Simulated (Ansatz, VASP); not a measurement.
# One calculation of Ni, two programs

```xyz
2
Lattice="2.4889 0.0000 0.0000 -1.2445 2.1555 0.0000 0.0000 0.0000 4.0792" Properties=species:S:1:pos:R:3 pbc="T T T"
Ni    0.0000    1.4370    1.0198
Ni    1.2445    0.7185    3.0594
```

Alike in both runs: functional PBE; k mesh 12 × 12 × 6; occupations gaussian, width 0.1 eV; collinear spin.

Ansatz relaxed the structure, and its values are those at the end. VASP's run is a single point on that final structure, the one shown.

|  | VASP | Ansatz |
| --- | --- | --- |
| version | VASP 6.6.1 | Ansatz 0.2.0 |
| potentials or method | VASP PAW PBE potentials, release 64 (Ni), cutoff 520 eV | scalar-relativistic, plane waves, PAW |
| valence electrons in the cell | 20 | 36 |

Ansatz gave:

```
gap on the k mesh at the Fermi level (eV)                     : none
pressure (GPa)                                                : 0.0
net moment per atom (μB)                                      : 0.71
size of the moment on the site where the two differ most (μB) : 0.75
```

**Question.** Which values does VASP return?

**Answer.** gap on the k mesh at the Fermi level (eV): none; pressure (GPa): -0.1; net moment per atom (μB): 0.70; size of the moment on the site where the two differ most (μB): 0.71.

Site moments also hang on the region over which each program counts them. A gap of «none» marks a metal or a gap that the smearing closes. VASP's potentials hold 20 valence electrons a cell and Ansatz's 36, so a difference there can come from the potentials and not from the codes.
